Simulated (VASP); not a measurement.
Set up this calculation in VASP 6.6.1, as the native input.

```yaml
Task: single point
Functional: PBE
Potentials_or_basis: VASP PAW PBE potentials, release 64 (Lu, Pd, O)
Cutoff: 520 eV
k_mesh: 6 × 6 × 6
Occupations: gaussian, width 0.1 eV
Spin: no spin polarisation
Dipole_correction: no
Further_INCAR_settings: ALGO = Normal; EDIFF = 1e-06; NBANDS = 32
```

The structure of LuPdO2 lies in POSCAR:

```
LuPdO2
1.0
    2.3859948500      1.3775547700      3.5350380700
   -2.3859948500      1.3775547700      3.5350380700
    0.0000000000     -2.7551095300      3.5350380700
Lu Pd O
1 1 2
Direct
    0.5000000000      0.5000000000      0.5000000000
    0.0000000000      0.0000000000      0.0000000000
    0.3418780400      0.3418780400      0.3418780400
    0.6581219600      0.6581219600      0.6581219600
```

The cell was built from a structure type or drawn by symmetry, and may not be a known phase.

The input as run:

INCAR

```
SYSTEM = LuPdO2
  PREC = Accurate
  ENCUT = 520
  EDIFF = 1E-6
  ISMEAR = 0
  SIGMA = 0.1
  LREAL = .False.
  LASPH = .True.
  NELM = 60
  ALGO = Normal
  ISIF = 2
  LWAVE = .False.
  LCHARG = .False.
  GGA = PE
  NBANDS = 32
```

KPOINTS

```
regular mesh
0
Gamma
  6 6 6
  0 0 0
```

Potentials or basis: VASP PAW PBE potentials, release 64 (Lu, Pd, O).

Run with:

```console
$ cat potpaw_PBE.64/Lu/POTCAR potpaw_PBE.64/Pd/POTCAR potpaw_PBE.64/O/POTCAR > POTCAR
$ mpirun -np 1 vasp_std > vasp.out
```

It gave:

```json
{
 "Pressure": "25.8 GPa",
 "Largest force": "11.965 eV/Å",
 "Band gap on the k mesh": "zero (an odd number of electrons rules out a gap without spin polarisation)"
}
```

Caveat: the cell stands under pressure; spin-orbit coupling is left out, which moves the levels of the heavy elements; an odd number of electrons without spin polarisation forces a metal; a magnetic or distorted state may lie lower.

Run time: 2.9 min on 1 thread of AMD EPYC 7R43 64-Core Processor (Zen 3), on a shared host, peak memory 0.22 GiB.
